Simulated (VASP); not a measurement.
Sb2P3H: relaxation of cell and atoms with PBE

The system is Sb2P3H.

```xyz
6
Lattice="4.6607 0.0000 0.0000 -2.3304 4.0363 0.0000 0.0000 0.0000 7.3924" Properties=species:S:1:pos:R:3 pbc="T T T"
Sb    0.0000    2.6909    1.8426
Sb    2.3304    1.3454    5.5498
H     0.0000    0.0000    0.0000
P     0.0000    2.6909    4.8125
P     2.3304    1.3454    2.5799
P     0.0000    0.0000    3.6962
```

The cell was built from a structure type or drawn by symmetry, and may not be a known phase.

```
Program                : VASP 6.6.1
Task                   : relaxation of cell and atoms
Functional             : PBE
Potentials or basis    : VASP PAW PBE potentials, release 64 (Sb, H, P)
Cutoff                 : 600 eV
k mesh                 : 6 × 6 × 4
Occupations            : gaussian, width 0.1 eV
Spin                   : no spin polarisation
Dipole correction      : no
Further INCAR settings : ALGO = Normal; EDIFF = 1e-06; IBRION = 2; EDIFFG = -0.04; NSW = 90; ISIF = 3
```

```yaml
Relaxed_volume: 17.67 Å³/atom
Relaxed_cell: a = 4.482 Å, b = 4.482 Å, c = 6.096 Å, α = 90.00°, β = 90.00°, γ = 120.00°
Space_group_after_relaxing_to_0.1_Å: P-3m1 (No. 164)
Energy_gained_by_relaxing: 148.3 meV/atom
Ionic_steps: 21
Pressure_after_relaxing: 0.0 GPa
Largest_force_after_relaxing: 0.029 eV/Å
Band_gap_on_the_k_mesh: zero (bands 13 and 14 overlap by 2.54 eV)
```

Forces on the atoms (eV/Å):
```
Sb   0.000  0.000 -0.029
Sb   0.000  0.000  0.029
H    0.000  0.000  0.000
P    0.000  0.000  0.014
P    0.000  0.000 -0.014
P    0.000  0.000  0.000
```

Stress tensor (GPa, compression positive):
```
 0.09  0.00  0.00
 0.00  0.09  0.00
 0.00  0.00 -0.32
```

The path:
| step | energy change (eV) | largest force (eV/Å) | pressure (GPa) | volume (Å³) |
| --- | --- | --- | --- | --- |
| 1 | 0.0000 | 0.6213 | -6.69 | 139.07 |
| 2 | -0.4129 | 0.5432 | 1.27 | 120.48 |
| 3 | -0.4204 | 0.3736 | 0.10 | 122.42 |
| 4 | -0.4862 | 0.4054 | 0.11 | 121.07 |
| 5 | -0.5395 | 0.5930 | 0.41 | 118.68 |
| 6 | -0.5966 | 0.4662 | -0.94 | 118.65 |
| 7 | -0.6452 | 0.3233 | -3.19 | 118.54 |
| 8 | -0.6804 | 0.3162 | -3.04 | 117.10 |
| 9 | -0.7777 | 0.2919 | -2.34 | 112.84 |
| 10 | -0.8287 | 0.0461 | 0.99 | 104.53 |
| 11 | -0.8446 | 0.2124 | -0.79 | 108.03 |
| 12 | -0.8480 | 0.1818 | -0.34 | 107.01 |
| 13 | -0.8670 | 0.1569 | -0.01 | 106.48 |
| 14 | -0.8781 | 0.1265 | 0.59 | 105.71 |
| 15 | -0.8781 | 0.1251 | 0.62 | 105.67 |
| 16 | -0.8817 | 0.1242 | 0.11 | 106.29 |
| 17 | -0.8826 | 0.1280 | -0.37 | 106.88 |
| 18 | -0.8849 | 0.1075 | -0.31 | 106.75 |
| 19 | -0.8892 | 0.0422 | -0.16 | 106.36 |
| 20 | -0.8874 | 0.0931 | 0.05 | 105.58 |
| 21 | -0.8898 | 0.0295 | -0.05 | 106.04 |

Final structure:
```
CELL_PARAMETERS angstrom
4.48186 0.00000 0.00000
-2.24093 3.88141 0.00000
0.00000 0.00000 6.09583
ATOMIC_POSITIONS crystal
Sb 0.33333 0.66667 0.19637
Sb 0.66667 0.33333 0.80363
H 0.00000 0.00000 0.00000
P 0.33333 0.66667 0.67015
P 0.66667 0.33333 0.32985
P 0.00000 0.00000 0.50000
```

Levels at points of the mesh, in eV from the Fermi level:
```
           k point  band 9  band 10  band 11  band 12  band 13  band 14  band 15  band 16  band 17
(0.00, 0.00, 0.00)   -3.83    -3.00    -1.89    -1.89    -1.32    -0.69    -0.39     0.73     0.73
(0.50, 0.00, 0.00)   -3.23    -2.67    -2.05    -0.60     0.29     0.93     2.26     2.91     3.48
(0.00, 0.00, 0.50)   -3.81    -3.62    -2.89    -2.78    -2.78    -1.55     0.43     0.43     1.42
(0.50, 0.00, 0.50)   -3.11    -2.35    -2.03    -1.82     0.86     0.96     1.21     1.71     2.10
```

It took 15 min on 1 thread of Oxide Virtual Turin-like Processor, on a shared host, peak memory 0.33 GiB.

Caveat: the volume moved by over 15 % at a fixed basis, so the end points are rough; spin-orbit coupling is left out, which moves the levels of the heavy elements.
